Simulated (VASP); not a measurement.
# Ni (Im-3m) in VASP: further runs

Ni is run at these levels: BLYP+D4, HSE06; tasks: single point, relaxation of cell and atoms.

All numbers are computed with VASP 6.6.1; they aren't measurements. Logs are shortened: lines on timing, memory, paths and dates and some standing lists are left out, and cuts for length are marked.

## 1. The cell of the first run

Symmetry: Im-3m, No. 229, cubic system. The conventional cell has a = 2.787 Å, b = 2.787 Å, c = 2.787 Å, α = 90.00°, β = 90.00°, γ = 90.00°. Ni (site symmetry m-3m) has 14 Ni at 2.41 to 2.79 Å within 3.2 Å.

This isn't the form of Ni at room conditions, which is fcc.

## 2. Single point, BLYP+D4, collinear spin, ferromagnetic start

INCAR reads:

```
SYSTEM = Ni
  PREC = Accurate
  ENCUT = 520
  EDIFF = 1E-7
  ISMEAR = -1
  SIGMA = 0.05
  LREAL = .FALSE.
  LASPH = .TRUE.
  NELM = 150
  ALGO = Normal
  ISIF = 2
  LWAVE = .FALSE.
  LCHARG = .TRUE.
  ISPIN = 2
  MAGMOM = 1
  LORBIT = 11
  LMAXMIX = 4
  GGA = B5
  ALDAX = 1.0
  AGGAX = 1.0
  AGGAC = 1.0
  ALDAC = 0.0
  IVDW = 13
  VDW_S6 = 1.0
  VDW_S8 = 2.34076671
  VDW_A1 = 0.44488865
  VDW_A2 = 4.0933009
  LELF = .TRUE.
  LVHAR = .TRUE.
  NBANDS = 15
```

KPOINTS reads:

```
Automatic mesh
0
G
  13 13 13
  0 0 0
```

POSCAR reads:

```
Ni
1.0
   -1.3932543336      1.3932543336      1.3932543336
    1.3932543336     -1.3932543336      1.3932543336
    1.3932543336      1.3932543336     -1.3932543336
Ni
1
Direct
    0.0000000000      0.0000000000      0.0000000000
```

Potentials or basis: VASP PAW PBE potentials, release 64 (Ni).

Launch:

```console
$ cat potpaw_PBE.64/Ni/POTCAR > POTCAR
$ mpirun -np 1 vasp_std > vasp.out
```

OUTCAR:

```text
SYSTEM = Ni
   PREC = Accurate
   ENCUT = 520
   EDIFF = 1E-7
   ISMEAR = -1
   LREAL = .FALSE.
   LASPH = .TRUE.
   NELM = 150
   ISIF = 2
   ISPIN = 2
   LORBIT = 11
   GGA = B5
   IVDW = 13

 ion  position               nearest neighbor table
   1  0.000  0.000  0.000-

  LATTYP: Found a body centered cubic cell.
 ALAT       =     2.7865086672

  Lattice vectors:

 A1 = (  -1.3932543336,   1.3932543336,   1.3932543336)
 A2 = (   1.3932543336,  -1.3932543336,   1.3932543336)
 A3 = (   1.3932543336,   1.3932543336,  -1.3932543336)

Analysis of symmetry for initial positions (statically):
=====================================================================
 Subroutine PRICEL returns:
 Original cell was already a primitive cell.

 Routine SETGRP: Setting up the symmetry group for a
 body centered cubic supercell.

 Subroutine GETGRP returns: Found 48 space group operations
 (whereof 48 operations were pure point group operations)
 out of a pool of 48 trial point group operations.

The static configuration has the point symmetry O_h .

Analysis of symmetry for dynamics (positions and initial velocities):
=====================================================================
 Subroutine PRICEL returns:
 Original cell was already a primitive cell.

 Routine SETGRP: Setting up the symmetry group for a
 body centered cubic supercell.

 Subroutine GETGRP returns: Found 48 space group operations
 (whereof 48 operations were pure point group operations)
 out of a pool of 48 trial point group operations.

The dynamic configuration has the point symmetry O_h .

Analysis of structural, dynamic, and magnetic symmetry:
=====================================================================
 Subroutine PRICEL returns:
 Original cell was already a primitive cell.

 Routine SETGRP: Setting up the symmetry group for a
 body centered cubic supercell.

 Subroutine GETGRP returns: Found 48 space group operations
 (whereof 48 operations were pure point group operations)
 out of a pool of 48 trial point group operations.

The overall configuration has the point symmetry O_h .

 Subroutine INISYM returns: Found 48 space group operations
 (whereof 48 operations are pure point group operations),
 and found     1 'primitive' translations

----------------------------------------------------------------------------------------

                                     Primitive cell

  volume of cell :      10.8181

  direct lattice vectors                    reciprocal lattice vectors
    -1.393254334  1.393254334  1.393254334     0.000000000  0.358872022  0.358872022
     1.393254334 -1.393254334  1.393254334     0.358872022  0.000000000  0.358872022
     1.393254334  1.393254334 -1.393254334     0.358872022  0.358872022  0.000000000

  length of vectors
     2.413187294  2.413187294  2.413187294     0.507521681  0.507521681  0.507521681

  position of ions in fractional coordinates (direct lattice)
     0.000000000  0.000000000  0.000000000

  ion indices of the primitive-cell ions
   primitive index   ion index
                 1           1

----------------------------------------------------------------------------------------

 KPOINTS: Automatic mesh

Automatic generation of k-mesh.
 Grid dimensions read from file:
 generate k-points for:   13   13   13

 Generating k-lattice:

  Cartesian coordinates                     Fractional coordinates (reciprocal lattice)
     0.000000000  0.027605540  0.027605540     0.076923077  0.000000000  0.000000000
     0.027605540  0.000000000  0.027605540     0.000000000  0.076923077  0.000000000
     0.027605540  0.027605540  0.000000000     0.000000000  0.000000000  0.076923077

  Length of vectors
     0.039040129  0.039040129  0.039040129

  Shift w.r.t. Gamma in fractional coordinates (k-lattice)
     0.000000000  0.000000000  0.000000000

 Subroutine IBZKPT returns following result:
 ===========================================

 Found     84 irreducible k-points:

 Following reciprocal coordinates:
            Coordinates               Weight
  0.000000  0.000000  0.000000      1.000000
  0.076923  0.000000  0.000000     12.000000
  0.153846  0.000000  0.000000     12.000000
  0.230769  0.000000  0.000000     12.000000
  0.307692  0.000000  0.000000     12.000000
  0.384615  0.000000  0.000000     12.000000
[... 16 lines left out ...]
  0.153846  0.076923  0.076923     24.000000
  0.230769  0.076923  0.076923     24.000000
 [... further k-points ...]
   k-points           NKPTS =     84   k-points in BZ     NKDIM =     84   number of bands    NBANDS=     15
   number of dos      NEDOS =    301   number of ions     NIONS =      1
   total plane-waves  NPLWV =   5832
   dimension x,y,z NGX =    18 NGY =   18 NGZ =   18
   dimension x,y,z NGXF=    36 NGYF=   36 NGZF=   36
   ions per type =               1
   NGX,Y,Z   is equivalent  to a cutoff of  12.40, 12.40, 12.40 a.u.
   NGXF,Y,Z  is equivalent  to a cutoff of  24.80, 24.80, 24.80 a.u.
[... 29 lines left out ...]
     AMIX     =   0.40;   BMIX     =  1.00
     AMIX_MAG =   1.60;   BMIX_MAG =  1.00
  volume/ion in A,a.u.               =      10.82        73.00
  Fermi-wavevector in a.u.,A,eV,Ry     =   1.594744  3.013630 34.602471  2.543210
  Thomas-Fermi vector in A             =   2.692771
   LORBIT       =     11    0 simple, 1 ext, 2 COOP (PROOUT), +10 PAW based schemes
   GGA     = B5    functional components
   LHFCALC =     F    Hartree Fock is set to
   AEXX    =    0.0000 exact exchange contribution
   IVDW    =    13    specifies the selected vdW correction
   LEPSILON=     F    determine dielectric tensor
   LRPA    =     F    only Hartree local field effects (RPA)
 spin polarized calculation
  energy-cutoff  :      520.00
  volume of cell :       10.82
 maximum number of plane-waves:       321
 NGX is ok and might be reduce to    18
   NGX =  9   NGY =  9   NGZ =  9

 number of electron      10.0000000 magnetization       1.0000000

 number of electron       9.9999991 magnetization       0.5504364

 Free energy of the ion-electron system (eV)
  ---------------------------------------------------
  ext. energy  EPLUGINS =         0.00000000
  ---------------------------------------------------
  free energy    TOTEN  =        -4.50047611 eV

  energy without entropy =       -4.48660215  energy(sigma->0) =       -4.49353913

 E-fermi :   9.7702     XC(G=0): -12.6932

 val. band max:        9.7605270685   @ k =  -0.2308   0.3077   0.0769
 cond. band min:       9.7779487451   @ k =  -0.2308   0.2308   0.1538
 fundamental gap:      0.0174216766
 Fermi energy:         9.7701743413

 spin component 1

 k-point     1 :       0.0000    0.0000    0.0000
  band No.  band energies     occupation
      1       1.0148      1.00000
      2       7.4861      1.00000
      3       7.4861      1.00000
      4       7.4861      1.00000
      5       8.9145      1.00000
      6       8.9145      1.00000
      7      36.6613      0.00000
      8      36.6613      0.00000
      9      36.6613      0.00000
     10      41.5861      0.00000
     11      41.5861      0.00000
     12      42.0007      0.00000
     13      42.0007      0.00000
     14      42.0007      0.00000
[... 401 lines left out ...]
      2       6.7951      1.00000
      3       7.1551      1.00000
      4       8.7884      1.00000
      5       8.9893      1.00000
      6       9.5815      0.97754
      7      23.1102      0.00000
      8      27.8268      0.00000
      9      28.8780      0.00000
     10      38.0654      0.00000
     11      41.3229      0.00000
     12      44.1267      0.00000
     13      46.1171      0.00000
     14      49.5390      0.00000
     15      52.3559      0.00000

 [... further k-points ...]

 spin component 2

 k-point     1 :       0.0000    0.0000    0.0000
  band No.  band energies     occupation
      1       1.0261      1.00000
      2       8.1436      1.00000
      3       8.1436      1.00000
      4       8.1436      1.00000
      5       9.3667      0.99969
      6       9.3667      0.99969
      7      36.5997      0.00000
      8      36.5997      0.00000
      9      36.5997      0.00000
     10      41.5509      0.00000
     11      41.5509      0.00000
     12      42.1735      0.00000
     13      42.1735      0.00000
     14      42.1735      0.00000
[... 401 lines left out ...]
      2       7.3945      1.00000
      3       7.6554      1.00000
      4       9.2906      0.99993
      5       9.4546      0.99819
      6      10.2425      0.00008
      7      23.2707      0.00000
      8      27.9043      0.00000
      9      29.0111      0.00000
     10      38.0797      0.00000
     11      41.4186      0.00000
     12      44.1643      0.00000
     13      46.1761      0.00000
     14      49.6124      0.00000
     15      52.5214      0.00000

 [... further k-points ...]

------------------------ aborting loop because EDIFF is reached ----------------------------------------

  DFT-D4 for vdW energy calculation

  Edisp (eV):   -0.88734

  FORCE on cell =-STRESS in cart. coord.  units (eV):
  Direction    XX          YY          ZZ          XY          YZ          ZX
  --------------------------------------------------------------------------------------
  -------------------------------------------------------------------------------------
  Total      -0.00216    -0.00216    -0.00216     0.00000    -0.00000     0.00000
  in kB      -0.32061    -0.32061    -0.32061     0.00000    -0.00000     0.00000
  external pressure =       -0.32 kB  Pullay stress =        0.00 kB

 VOLUME and BASIS-vectors are now :
 -----------------------------------------------------------------------------
  energy-cutoff  :      520.00
  volume of cell :       10.82
      direct lattice vectors                 reciprocal lattice vectors
    -1.393254334  1.393254334  1.393254334     0.000000000  0.358872022  0.358872022
     1.393254334 -1.393254334  1.393254334     0.358872022  0.000000000  0.358872022
     1.393254334  1.393254334 -1.393254334     0.358872022  0.358872022  0.000000000

 POSITION                                       TOTAL-FORCE (eV/Angst)
 -----------------------------------------------------------------------------------
      0.00000      0.00000      0.00000        -0.000000      0.000000     -0.000000
 -----------------------------------------------------------------------------------
    total drift:                                0.000000     -0.000000      0.000000

  FREE ENERGIE OF THE ION-ELECTRON SYSTEM (eV)
  ---------------------------------------------------
  free  energy   TOTEN  =        -5.3878136502 eV

  energy  without entropy=       -5.3739396908  energy(sigma->0) =       -5.38087667

 total charge

# of ion       s       p       d       tot
------------------------------------------
    1        0.498   0.478   8.392   9.368

 magnetization (x)

# of ion       s       p       d       tot
------------------------------------------
    1       -0.004  -0.013   0.572   0.554
```

Run time: 53 s. Hardware: 1 thread of AMD EPYC 7R13, shared host; peak memory 0.11 GiB.

Results:

```yaml
Free_energy: -5.3878 eV
Pressure: 0.0 GPa
Net_moment: 0.55 μB per cell
Site_moments: Ni +0.55 μB
Valence_electrons_inside_the_program's_atomic_spheres: Ni 9.37
Dispersion_energy_per_atom: -0.887 eV
```

Caveat: the PAW data sets were made with another functional, which shifts forces and pressure a little.

## 3. Relaxation of cell and atoms, BLYP+D4, collinear spin, ferromagnetic start

This run uses another cell than the first one, of 10.60 Å³/atom.

INCAR reads:

```
SYSTEM = Ni
AGGAC    = 1.0          
AGGAX    = 1.0          
ALDAC    = 0.0          
ALDAX    = 1.0          
ALGO     = Normal         ! electronic algorithm
EDIFF    = 1E-6           ! SCF threshold, eV
EDIFFG   = -0.01          ! ionic threshold
ENCUT    = 600            ! plane-wave cutoff, eV
GGA      = B5             ! functional
IBRION   = 2              ! ionic algorithm
ISIF     = 3              ! what is computed and relaxed
ISMEAR   = -1             ! smearing method
ISPIN    = 2              ! spin polarisation
IVDW     = 13             ! dispersion correction
LASPH    = .TRUE.         ! aspherical terms in the spheres
LCHARG   = .FALSE.        ! write CHGCAR
LMAXMIX  = 4              ! l up to which the mixer works
LORBIT   = 11             ! projections on sites
LREAL    = .FALSE.        ! projectors in reciprocal space
LWAVE    = .FALSE.        ! write WAVECAR
MAGMOM   = 1              ! initial moments
NELM     = 150            ! most SCF steps
NSW      = 60             ! ionic steps
PREC     = Accurate       ! precision mode
SIGMA    = 0.05           ! smearing width, eV
VDW_A1   = 0.44488865   
VDW_A2   = 4.0933009    
VDW_S6   = 1.0          
VDW_S8   = 2.34076671
```

KPOINTS reads:

```
k-points
0
G
  13 13 13
  0 0 0
```

POSCAR reads:

```
Ni
1.0
   -1.3837154700      1.3837154700      1.3837154700
    1.3837154700     -1.3837154700      1.3837154700
    1.3837154700      1.3837154700     -1.3837154700
Ni
1
Direct
    0.0000000000      0.0000000000      0.0000000000
```

Potentials or basis: VASP PAW PBE potentials, release 64 (Ni).

Launch:

```console
$ cat potpaw_PBE.64/Ni/POTCAR > POTCAR
$ mpirun -np 1 vasp_std > vasp.out
```

It took 1.7 min on 1 thread of AMD EPYC 7R13, shared host; peak memory 0.12 GiB.

Results (log left out):

```
Free energy                                           : -5.3881 eV
Relaxed volume                                        : 10.81 Å³/atom
Relaxed cell                                          : a = 2.413 Å, b = 2.413 Å, c = 2.413 Å, α = 109.47°, β = 109.47°, γ = 109.47°
Space group after relaxing (to 0.1 Å)                 : Im-3m (No. 229)
Energy gained by relaxing                             : 2.6 meV/atom
Ionic steps                                           : 3
Pressure after relaxing                               : 0.0 GPa
Net moment                                            : 0.55 μB per cell
Site moments                                          : Ni +0.55 μB
Valence electrons inside the program's atomic spheres : Ni 9.37
Dispersion energy per atom                            : -0.888 eV
```

The path:
| step | energy change (eV) | largest force (eV/Å) | pressure (GPa) | volume (Å³) |
| --- | --- | --- | --- | --- |
| 1 | 0.0000 | 0.0000 | 3.97 | 10.60 |
| 2 | -0.0005 | 0.0000 | -3.24 | 11.01 |
| 3 | -0.0026 | 0.0000 | 0.01 | 10.81 |

Final structure:
```xyz
1
Lattice="-1.3929 1.3929 1.3929 1.3929 -1.3929 1.3929 1.3929 1.3929 -1.3929" Properties=species:S:1:pos:R:3 pbc="T T T"
Ni    0.0000    0.0000    0.0000
```

Levels at points of the mesh, in eV from the Fermi level:
Spin up:
| k point | band 3 | band 4 | band 5 | band 6 | band 7 | band 8 |
| --- | --- | --- | --- | --- | --- | --- |
| (0.00, 0.00, 0.00) | -2.29 | -2.29 | -0.86 | -0.86 | 26.90 | 26.90 |
Spin down:
| k point | band 3 | band 4 | band 5 | band 6 | band 7 | band 8 |
| --- | --- | --- | --- | --- | --- | --- |
| (0.00, 0.00, 0.00) | -1.63 | -1.63 | -0.40 | -0.40 | 26.84 | 26.84 |

Caveat: the PAW data sets were made with another functional, which shifts forces and pressure a little.

## 4. Single point, HSE06, collinear spin, ferromagnetic start

This run uses another cell than the first one, of 10.60 Å³/atom.

POSCAR is that of step 3.

INCAR.step1 reads:

```
SYSTEM = Ni
PREC     = Accurate       ! precision mode
ENCUT    = 520            ! plane-wave cutoff, eV
EDIFF    = 1E-5           ! SCF threshold, eV
ISMEAR   = -1             ! smearing method
SIGMA    = 0.05           ! smearing width, eV
LREAL    = .False.        ! projectors in reciprocal space
LASPH    = .True.         ! aspherical terms in the spheres
NELM     = 150            ! most SCF steps
ALGO     = Normal         ! electronic algorithm
ISIF     = 2              ! what is computed and relaxed
LWAVE    = .True.         ! write WAVECAR
LCHARG   = .False.        ! write CHGCAR
ISPIN    = 2              ! spin polarisation
MAGMOM   = 1              ! initial moments
LORBIT   = 11             ! projections on sites
LMAXMIX  = 4              ! l up to which the mixer works
NBANDS   = 15             ! bands
GGA      = PE             ! functional
```

INCAR.step2 reads:

```
SYSTEM = Ni
PREC     = Accurate       ! precision mode
ENCUT    = 520            ! plane-wave cutoff, eV
EDIFF    = 1E-6           ! SCF threshold, eV
ISMEAR   = -1             ! smearing method
SIGMA    = 0.05           ! smearing width, eV
LREAL    = .False.        ! projectors in reciprocal space
LASPH    = .True.         ! aspherical terms in the spheres
NELM     = 150            ! most SCF steps
ALGO     = Normal         ! electronic algorithm
ISIF     = 2              ! what is computed and relaxed
LWAVE    = .False.        ! write WAVECAR
LCHARG   = .False.        ! write CHGCAR
ISPIN    = 2              ! spin polarisation
MAGMOM   = 1              ! initial moments
LORBIT   = 11             ! projections on sites
LMAXMIX  = 4              ! l up to which the mixer works
GGA      = PE             ! functional
LHFCALC  = .True.         ! exact exchange
HFSCREEN = 0.2079         ! screening, 1/A
PRECFOCK = Normal       
NBANDS   = 15             ! bands
ISTART   = 1
```

KPOINTS reads:

```
Automatic mesh
0
Gamma
  7 7 7
  0 0 0
```

Launch:

```console
$ cat potpaw_PBE.64/Ni/POTCAR > POTCAR
$ cp INCAR.step1 INCAR
$ mpirun -np 1 vasp_std > vasp.out
$ cp INCAR.step2 INCAR
$ mpirun -np 1 vasp_std > vasp.out
```

Wall time 25 min (1 thread of Intel Xeon Platinum 8259CL at 2.50GHz (Skylake/Cascade Lake), shared host); peak memory 0.23 GiB.

Results (log left out):

- Free energy: -6.2138 eV
- Pressure: 7.2 GPa
- Net moment: 0.86 μB per cell
- Site moments: Ni +0.86 μB
- Valence electrons inside the program's atomic spheres: Ni 9.41

Levels at points of the mesh, in eV from the Fermi level:
Spin up:
| k point | band 2 | band 3 | band 4 | band 5 | band 6 | band 7 | band 8 | band 9 |
| --- | --- | --- | --- | --- | --- | --- | --- | --- |
| (0.00, 0.00, 0.00) | -4.12 | -4.12 | -4.12 | -2.34 | -2.34 | 28.46 | 28.46 | 28.46 |
Spin down:
```csv
k point,band 1,band 2,band 3,band 4,band 5,band 6,band 7,band 8,band 9,band 10
"(0.00, 0.00, 0.00)",-9.91,-1.51,-1.51,-1.37,-1.37,-1.37,28.19,28.19,28.19,33.55
```

Caveat: the k points lie up to 0.46 Å⁻¹ apart; the PAW data sets were made with another functional, which shifts forces and pressure a little.

## 5. The runs side by side

| task | level | cell | k mesh | cutoff (eV) | grid for exact exchange (PRECFOCK) | share of exact exchange | screening parameter | gap on the mesh (eV) | pressure (GPa) | moment (μB) |
| --- | --- | --- | --- | --- | --- | --- | --- | --- | --- | --- |
| single point | BLYP+D4 | a = 2.413 Å, angles 109.5°, 1 atom | 13 × 13 × 13 | 520 | - | - | - | none | 0.0 | 0.55 |
| relaxation of cell and atoms | BLYP+D4 | relaxed from a = 2.397 Å, angles 109.5°, 1 atom | 13 × 13 × 13 | 600 | - | - | - | none | 0.0 | 0.55 |
| single point | HSE06 | a = 2.397 Å, angles 109.5°, 1 atom | 7 × 7 × 7 | 520 | Normal | 0.25 | 0.2079 1/Å | none | 7.2 | 0.86 |

Alike in all rows: potentials or basis VASP PAW PBE potentials, release 64 (Ni); spin collinear, ferromagnetic start; smearing fermi-dirac 0.05 eV.

Caveats: some runs use coarse meshes; the PAW data sets were made with another functional, which shifts forces and pressure a little.

Absolute energies hang on the potentials; compare differences alone.
